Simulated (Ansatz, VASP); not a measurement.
# Two plane-wave programs on SnO2

File INCAR:

```
PREC = Accurate
ENCUT = 520
EDIFF = 1E-7
ISMEAR = -1
SIGMA = 0.05
LREAL = False
LASPH = True
NELM = 80
ALGO = Normal
ISIF = 2
LWAVE = False
LCHARG = True
GGA = RP
LELF = True
LVHAR = True
NBANDS = 64
```

KPOINTS

```
regular mesh
0
Gamma
  5 5 5
```

Contents of POSCAR:

```
SnO2
1.0
   -3.2488970000      3.4144700000      3.4140210000
    3.2488970000     -3.4144700000      3.4140210000
    3.2488970000      3.4144700000     -3.4140210000
Sn O
4 8
Direct
    0.5000000000      0.0000000000      0.0000000000
    0.5000000000      0.5000000000      0.5000000000
    0.0035990000      0.7535990000      0.2500000000
    0.9964010000      0.2464010000      0.7500000000
    0.8064960000      0.8037740000      0.4972780000
    0.8064960000      0.3092180000      0.0027220000
    0.3024350000      0.2459400000      0.0564950000
    0.6894450000      0.2459400000      0.4435050000
    0.3105550000      0.7540600000      0.5564950000
    0.1935040000      0.6907820000      0.9972780000
    0.6975650000      0.7540600000      0.9435050000
    0.1935040000      0.1962260000      0.5027220000
```

input.yaml

```yaml
crystal:
  lattice:
    - [-3.248897, 3.41447, 3.414021]
    - [3.248897, -3.41447, 3.414021]
    - [3.248897, 3.41447, -3.414021]
  atoms:
    - { symbol: Sn, position: [0.5, 0.0, 0.0] }
    - { symbol: Sn, position: [0.5, 0.5, 0.5] }
    - { symbol: Sn, position: [0.003599, 0.753599, 0.25] }
    - { symbol: Sn, position: [0.996401, 0.246401, 0.75] }
    - { symbol: O, position: [0.806496, 0.803774, 0.497278] }
    - { symbol: O, position: [0.806496, 0.309218, 0.002722] }
    - { symbol: O, position: [0.302435, 0.24594, 0.056495] }
    - { symbol: O, position: [0.689445, 0.24594, 0.443505] }
    - { symbol: O, position: [0.310555, 0.75406, 0.556495] }
    - { symbol: O, position: [0.193504, 0.690782, 0.997278] }
    - { symbol: O, position: [0.697565, 0.75406, 0.943505] }
    - { symbol: O, position: [0.193504, 0.196226, 0.502722] }
hamiltonian:
  xc: rpbe
  pseudopotentials: { kind: paw }
kpoints:
  mp_grid: { grid: [5, 5, 5] }
  band_path:
    path:
      - [[0.0, 0.0, 0.0], [0.4763420746, -0.4763420746, -0.4763420746], [0.4762763294, -0.4764078199, -0.4762763294], [0.0, -0.5, 0.0], [-0.25, -0.25, -0.25], [0.0, 0.0, -0.5], [-0.4763420746, 0.4763420746, -0.5236579254], [-0.5, 0.5, -0.5], [0.0, 0.0, 0.0], [-0.4999342547, -0.4999342547, 0.4999342547], [-0.5, 0.0, 0.0], [-0.25, -0.25, -0.25]]
      - [[-0.4762763294, -0.5235921801, 0.4762763294], [-0.4999342547, -0.4999342547, 0.4999342547]]
      - [[-0.5000657453, 0.4999342547, -0.4999342547], [-0.5, 0.5, -0.5]]
    npoints: 10
scf:
  occupations: { method: fermi_dirac, width: 0.05 }
  n_extra_bands: 30
output:
  forces: true
  stress: true
  eigenvalues: true
  fatbands: false
```

Alike in both runs: functional RPBE; k mesh 5 × 5 × 5; occupations fermi-dirac, width 0.05 eV; no spin polarisation.

|  | VASP | Ansatz |
| --- | --- | --- |
| version | VASP 6.6.1 | Ansatz 0.2.0 |
| potentials or method | VASP PAW PBE potentials, release 64 (Sn_d, O) | Ansatz PAW |
| plane-wave cutoff (eV) | 520 | 420 |
| valence electrons in the cell | 104 | 104 |
| task | single point | band structure |

VASP gave:

| Item | Value |
| --- | --- |
| gap on the k mesh at the Fermi level (eV) | 0.70 |
| least direct gap on the mesh (eV) | 0.70 |
| pressure (GPa) | 3.7 |
| traceless stress, the component that is largest in VASP (GPa) | -0.26 |
| rms of the force components (eV/Å) | 0.020 |

Q: Which values does Ansatz return?

A: gap on the k mesh at the Fermi level (eV): 0.72; least direct gap on the mesh (eV): 0.72; pressure (GPa): 3.1; traceless stress, the component that is largest in VASP (GPa): -0.43; rms of the force components (eV/Å): 0.020.

VASP's potentials were made for PBE, not for RPBE. Atom by atom the forces differ by 0.008 eV/Å (rms over components).
